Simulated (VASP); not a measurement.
Input of a VASP 6.6.1 run:

INCAR

```
ALGO = Normal
EDIFF = 1E-8
ENCUT = 520
GGA = PE
IBRION = 8
ISIF = 2
ISMEAR = 0
LASPH = T
LCHARG = F
LEPSILON = T
LREAL = F
LWAVE = F
NBANDS = 11
NELM = 80
NSW = 1
PREC = Accurate
SIGMA = 0.01
```

The input KPOINTS:

```
k-points
0
Gamma
  12 12 12
```

File POSCAR:

```
BN
1.0
    0.0000000000      1.7639667607      1.7639667607
    1.7639667607      0.0000000000      1.7639667607
    1.7639667607      1.7639667607      0.0000000000
B N
1 1
Direct
    0.0000000000      0.0000000000      0.0000000000
    0.7500000000      0.7500000000      0.7500000000
```

Potentials or basis: VASP PAW PBE potentials, release 64 (B, N).

Launch:

```sh
$ cat potpaw_PBE.64/B/POTCAR potpaw_PBE.64/N/POTCAR > POTCAR
$ mpirun -np 1 vasp_std > vasp.out
```

Q: Estimate the electronic dielectric tensor (diagonal).

A: 4.54.

Q: Estimate the Born charges (mean of the diagonal).

A: B +1.87; N -1.87 e.

Q: Estimate the highest phonon frequency at Γ, LO-TO splitting left out.

A: 1135 cm⁻¹.

Electronic dielectric tensor:
```
4.54 0.00 0.00
0.00 4.54 0.00
0.00 0.00 4.54
```

Caveat: the cell wasn't relaxed at this level first, which shifts response properties.
